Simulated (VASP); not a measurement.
# MoS2 (P-6m2) in VASP: a series of runs, part 2 of 2

VASP 6.6.1.

## (3) Single point, PBE, non-collinear spin, zero start, spin-orbit coupling

This run uses another cell than the first one, of 19.77 Å³/atom.

INCAR reads:

```
SYSTEM = MoS2
PREC = Accurate
ENCUT = 520
EDIFF = 1E-7
ISMEAR = -1
SIGMA = 0.02
LREAL = .FALSE.
LASPH = .TRUE.
NELM = 150
ALGO = Normal
ISIF = 2
LWAVE = .FALSE.
LCHARG = .FALSE.
MAGMOM = 0 0 0 0 0 0 0 0 0
LORBIT = 11
LSORBIT = .TRUE.
GGA_COMPAT = .FALSE.
LORBMOM = .TRUE.
LMAXMIX = 4
GGA = PE
NBANDS = 39
```

KPOINTS reads:

```
Automatic mesh
0
G
  12 12 4
  0 0 0
```

POSCAR reads:

```
MoS2
1.0
    3.1709601090      0.0000000000      0.0000000000
   -1.5854800545      2.7461320088      0.0000000000
    0.0000000000      0.0000000000      6.8100356761
Mo S
1 2
Direct
    0.0000000000      0.0000000000      0.0000000000
    0.3333333333      0.6666666667      0.2285274094
    0.3333333333      0.6666666667      0.7714725906
```

Potentials or basis: VASP PAW PBE potentials, release 64 (Mo_sv, S).

Run with:

```console
$ cat potpaw_PBE.64/Mo_sv/POTCAR potpaw_PBE.64/S/POTCAR > POTCAR
$ mpirun -np 1 vasp_ncl > vasp.out
```

OUTCAR:

```text
SYSTEM = MoS2
   PREC = Accurate
   ENCUT = 520
   EDIFF = 1E-7
   ISMEAR = -1
   LREAL = .FALSE.
   LASPH = .TRUE.
   NELM = 150
   ISIF = 2
   LORBIT = 11
   LSORBIT = .TRUE.
   GGA = PE

 ion  position               nearest neighbor table
   1  0.000  0.000  0.000-   2 2.40   3 2.40   2 2.40   3 2.40   2 2.40   3 2.40
   2  0.333  0.667  0.229-   1 2.40   1 2.40   1 2.40
   3  0.333  0.667  0.771-   1 2.40   1 2.40   1 2.40

  LATTYP: Found a hexagonal cell.
 ALAT       =     3.1709601090
 C/A-ratio  =     2.1476257796

  Lattice vectors:

 A1 = (   3.1709601090,   0.0000000000,   0.0000000000)
 A2 = (  -1.5854800545,   2.7461320088,   0.0000000000)
 A3 = (   0.0000000000,   0.0000000000,   6.8100356761)

Analysis of symmetry for initial positions (statically):
=====================================================================
 Subroutine PRICEL returns:
 Original cell was already a primitive cell.

 Routine SETGRP: Setting up the symmetry group for a
 hexagonal supercell.

 Subroutine GETGRP returns: Found 12 space group operations
 (whereof 12 operations were pure point group operations)
 out of a pool of 24 trial point group operations.

The static configuration has the point symmetry D_3h.

Analysis of symmetry for dynamics (positions and initial velocities):
=====================================================================
 Subroutine PRICEL returns:
 Original cell was already a primitive cell.

 Routine SETGRP: Setting up the symmetry group for a
 hexagonal supercell.

 Subroutine GETGRP returns: Found 12 space group operations
 (whereof 12 operations were pure point group operations)
 out of a pool of 24 trial point group operations.

The dynamic configuration has the point symmetry D_3h.

Analysis of structural, dynamic, and magnetic symmetry:
=====================================================================
 Subroutine PRICEL returns:
 Original cell was already a primitive cell.

 Routine SETGRP: Setting up the symmetry group for a
 hexagonal supercell.

 Subroutine GETGRP returns: Found 12 space group operations
 (whereof 12 operations were pure point group operations)
 out of a pool of 24 trial point group operations.

The overall configuration has the point symmetry D_3h.

 Subroutine INISYM returns: Found 12 space group operations
 (whereof 12 operations are pure point group operations),
 and found     1 'primitive' translations

----------------------------------------------------------------------------------------

                                     Primitive cell

  volume of cell :      59.3009

  direct lattice vectors                    reciprocal lattice vectors
     3.170960109  0.000000000  0.000000000     0.315361898  0.182074277  0.000000000
    -1.585480055  2.746132009  0.000000000     0.000000000  0.364148554  0.000000000
     0.000000000  0.000000000  6.810035676     0.000000000  0.000000000  0.146842109

  length of vectors
     3.170960109  3.170960109  6.810035676     0.364148554  0.364148554  0.146842109

  position of ions in fractional coordinates (direct lattice)
     0.000000000  0.000000000  0.000000000
     0.333333333  0.666666667  0.228527409
[... 1129 lines left out ...]
  Direction    XX          YY          ZZ          XY          YZ          ZX
  --------------------------------------------------------------------------------------
  -------------------------------------------------------------------------------------
  Total        0.6249661      0.6249661      0.9835606      0.0000000      0.0000000      0.0000000
  in kB       16.8851718     16.8851718     26.5735834      0.0000000      0.0000000      0.0000000
  external PRESSURE =      20.1146423 kB  Pullay stress =       0.0000000 kB

 VOLUME and BASIS-vectors are now :
 -----------------------------------------------------------------------------
  energy-cutoff  :      520.00
  volume of cell :       59.30
      direct lattice vectors                 reciprocal lattice vectors
     3.170960109  0.000000000  0.000000000     0.315361898  0.182074277  0.000000000
    -1.585480055  2.746132009  0.000000000     0.000000000  0.364148554  0.000000000
     0.000000000  0.000000000  6.810035676     0.000000000  0.000000000  0.146842109

 POSITION                                       TOTAL-FORCE (eV/Angst)
 -----------------------------------------------------------------------------------
      0.00000      0.00000      0.00000         0.000000      0.000000      0.000000
     -0.00000      1.83075      1.55628        -0.000000      0.000000      0.126288
     -0.00000      1.83075      5.25376        -0.000000      0.000000     -0.126288
 -----------------------------------------------------------------------------------
    total drift:                                0.000000     -0.000000      0.000000

  FREE ENERGIE OF THE ION-ELECTRON SYSTEM (eV)
  ---------------------------------------------------
  free  energy   TOTEN  =       -21.9271963816 eV

  energy  without entropy=      -21.9271963816  energy(sigma->0) =      -21.92719638

 orbital moment (x)

 # of ion     p       d       tot
 ----------------------------------------
  1        -0.000  -0.000  -0.000
  2        -0.000   0.000  -0.000
  3         0.000   0.000   0.000
 ----------------------------------------
            0.000  -0.000   0.000

 orbital moment (y)

 # of ion     p       d       tot
 ----------------------------------------
  1         0.000  -0.000  -0.000
  2        -0.000   0.000  -0.000
  3         0.000   0.000   0.000
 ----------------------------------------
            0.000  -0.000   0.000

 orbital moment (z)

 # of ion     p       d       tot
 ----------------------------------------
  1         0.000   0.000   0.000
  2         0.000   0.000   0.000
  3         0.000   0.000   0.000
 ----------------------------------------
            0.000   0.000   0.000

 Spin-Orbit-Coupling matrix elements

 Ion:    1  E_soc:     -0.1918758
 l=   1
     0.0000000    -0.0294198    -0.0294520
    -0.0294198     0.0000000    -0.0294198
    -0.0294520    -0.0294198     0.0000000
 l=   2
     0.0000000    -0.0004815     0.0000000    -0.0004815    -0.0021601
    -0.0004815     0.0000000    -0.0015774    -0.0004054    -0.0004815
     0.0000000    -0.0015774     0.0000000    -0.0015774     0.0000000
    -0.0004815    -0.0004054    -0.0015774     0.0000000    -0.0004815
    -0.0021601    -0.0004815     0.0000000    -0.0004815     0.0000000
 l=   3
     0.0000000     0.0000000     0.0000000     0.0000000     0.0000000     0.0000000     0.0000000
     0.0000000     0.0000000     0.0000000     0.0000000     0.0000000     0.0000000     0.0000000
     0.0000000     0.0000000     0.0000000     0.0000000     0.0000000     0.0000000     0.0000000
     0.0000000     0.0000000     0.0000000     0.0000000     0.0000000     0.0000000     0.0000000
[... 29 lines left out ...]
 l=   2
     0.0000000     0.0000000     0.0000000     0.0000000     0.0000000
     0.0000000     0.0000000     0.0000000     0.0000000     0.0000000
     0.0000000     0.0000000     0.0000000     0.0000000     0.0000000
     0.0000000     0.0000000     0.0000000     0.0000000     0.0000000
     0.0000000     0.0000000     0.0000000     0.0000000     0.0000000
 l=   3
     0.0000000     0.0000000     0.0000000     0.0000000     0.0000000     0.0000000     0.0000000
     0.0000000     0.0000000     0.0000000     0.0000000     0.0000000     0.0000000     0.0000000
     0.0000000     0.0000000     0.0000000     0.0000000     0.0000000     0.0000000     0.0000000
     0.0000000     0.0000000     0.0000000     0.0000000     0.0000000     0.0000000     0.0000000
     0.0000000     0.0000000     0.0000000     0.0000000     0.0000000     0.0000000     0.0000000
     0.0000000     0.0000000     0.0000000     0.0000000     0.0000000     0.0000000     0.0000000
     0.0000000     0.0000000     0.0000000     0.0000000     0.0000000     0.0000000     0.0000000

 total charge

# of ion       s       p       d       tot
------------------------------------------
    1        2.292   6.224   3.951  12.466
    2        1.364   2.344   0.000   3.708
    3        1.364   2.344   0.000   3.708
--------------------------------------------------
tot          5.020  10.912   3.951  19.882

 magnetization (x)

# of ion       s       p       d       tot
------------------------------------------
    1        0.000   0.000   0.000   0.000
    2       -0.000   0.000   0.000  -0.000
    3        0.000   0.000   0.000   0.000
--------------------------------------------------
tot          0.000   0.000   0.000   0.000

 magnetization (y)

# of ion       s       p       d       tot
------------------------------------------
    1       -0.000   0.000  -0.000  -0.000
    2       -0.000   0.000   0.000  -0.000
    3        0.000   0.000   0.000   0.000
--------------------------------------------------
tot         -0.000   0.000  -0.000  -0.000

 magnetization (z)

# of ion       s       p       d       tot
------------------------------------------
    1       -0.000   0.000   0.000   0.000
    2       -0.000  -0.000   0.000  -0.000
    3        0.000  -0.000   0.000  -0.000
--------------------------------------------------
tot          0.000  -0.000   0.000  -0.000
```

Run time: 9.2 min. Hardware: 1 thread of Intel Xeon Platinum 8375C at 2.90GHz (Ice Lake), shared host; peak memory 0.5 GiB.

Results:

- Free energy: -21.9272 eV
- Pressure: 2.0 GPa
- Largest force: 0.126 eV/Å
- Net moment: 0.00 μB per cell
- Valence electrons inside the program's atomic spheres: Mo 12.47; S 3.71

Forces in eV/Å, atoms in the order of the input:
```
Mo   0.000  0.000  0.000
S    0.000  0.000  0.126
S    0.000  0.000 -0.126
```

Stress tensor (GPa, compression positive):
```
1.69 0.00 0.00
0.00 1.69 0.00
0.00 0.00 2.66
```

Moments on the atoms (μB; x, y, z):
```
Mo  0.00 0.00 0.00
S   0.00 0.00 0.00
S   0.00 0.00 0.00
```

Caveat: this functional lacks dispersion, which binds layers or chains, so the pressure and a relaxed spacing across them are unreliable.
